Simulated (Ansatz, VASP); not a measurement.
## WS2 in VASP and in Ansatz

File POSCAR:

```
WS2
1.0
    3.1699447461      0.0000000000      0.0000000000
   -1.5849723731      2.7452526787      0.0000000000
    0.0000000000      0.0000000000     12.4911159820
W S
2 4
Direct
    0.3333333333      0.6666666667      0.2500000000
    0.6666666667      0.3333333333      0.7500000000
    0.3333333333      0.6666666667      0.6248924639
    0.6666666667      0.3333333333      0.1248924639
    0.3333333333      0.6666666667      0.8751075361
    0.6666666667      0.3333333333      0.3751075361
```

INCAR.step1

```
SYSTEM = WS2
  PREC = Accurate
  ENCUT = 520
  ISMEAR = 0
  SIGMA = 0.01
  LREAL = .False.
  LASPH = .True.
  NELM = 100
  NBANDS = 35
  GGA = PE
  ALGO = Normal
  EDIFF = 1E-4
  LWAVE = .True.
  LCHARG = .False.
```

The input INCAR.step2:

```
SYSTEM = WS2
  PREC = Accurate
  ENCUT = 520
  EDIFF = 1E-6
  ISMEAR = 0
  SIGMA = 0.01
  LREAL = .False.
  LASPH = .True.
  NELM = 100
  ALGO = Normal
  ISIF = 2
  LWAVE = .False.
  LCHARG = .False.
  METAGGA = R2SCAN
  LMIXTAU = .True.
  NBANDS = 35
  ISTART = 1
```

File KPOINTS:

```
Automatic mesh
0
Gamma
  12 12 2
  0 0 0
```

Input for Ansatz:

```yaml
crystal:
  lattice:
    - [3.1699447461, 0.0, 0.0]
    - [-1.5849723731, 2.7452526787, 0.0]
    - [0.0, 0.0, 12.491115982]
  atoms:
    - { symbol: W, position: [0.3333333333, 0.6666666667, 0.25] }
    - { symbol: W, position: [0.6666666667, 0.3333333333, 0.75] }
    - { symbol: S, position: [0.3333333333, 0.6666666667, 0.6248924639] }
    - { symbol: S, position: [0.6666666667, 0.3333333333, 0.1248924639] }
    - { symbol: S, position: [0.3333333333, 0.6666666667, 0.8751075361] }
    - { symbol: S, position: [0.6666666667, 0.3333333333, 0.3751075361] }
kpoints:
  mp_grid: { grid: [12, 12, 2] }
  band_path:
    path:
      - [0.0, 0.0, 0.0]
      - [0.5, 0.0, 0.0]
      - [0.3333333333, 0.3333333333, 0.0]
      - [0.0, 0.0, 0.5]
      - [0.5, 0.0, 0.5]
      - [0.3333333333, 0.3333333333, 0.5]
      - [0.171875, 0.174479, 0.0]
    npoints: 1
hamiltonian:
  xc: r2scan
scf:
  occupations: { method: fixed }
  n_extra_bands: 5
output:
  forces: true
  stress: true
  eigenvalues: true
```

Alike in both runs: task single point; functional r2SCAN; k mesh 12 × 12 × 2; no spin polarisation.

|  | VASP | Ansatz |
| --- | --- | --- |
| version | VASP 6.6.1 | Ansatz 0.2.0 |
| potentials or method | VASP PAW PBE potentials, release 64 (W_sv, S) | plane waves, PAW |
| plane-wave cutoff (eV) | 520 | 500 |
| occupations | gaussian, width 0.01 eV | fixed |
| valence electrons in the cell | 52 | 52 |

|  | VASP | Ansatz | Ansatz less VASP |
| --- | --- | --- | --- |
| gap on the k mesh at the Fermi level (eV) | 1.17 | 1.16 | -0.012 |
| pressure (GPa) | 1.4 | 1.2 | -0.19 |
| traceless stress, the component that is largest in VASP (GPa) | -0.18 | -0.13 | +0.059 |
| rms of the force components (eV/Å) | 0.014 | 0.025 | +0.0106 |

VASP's potentials were made for PBE, not for r2SCAN. Atom by atom the forces differ by 0.011 eV/Å (rms over components).

Spin-orbit coupling is off throughout.
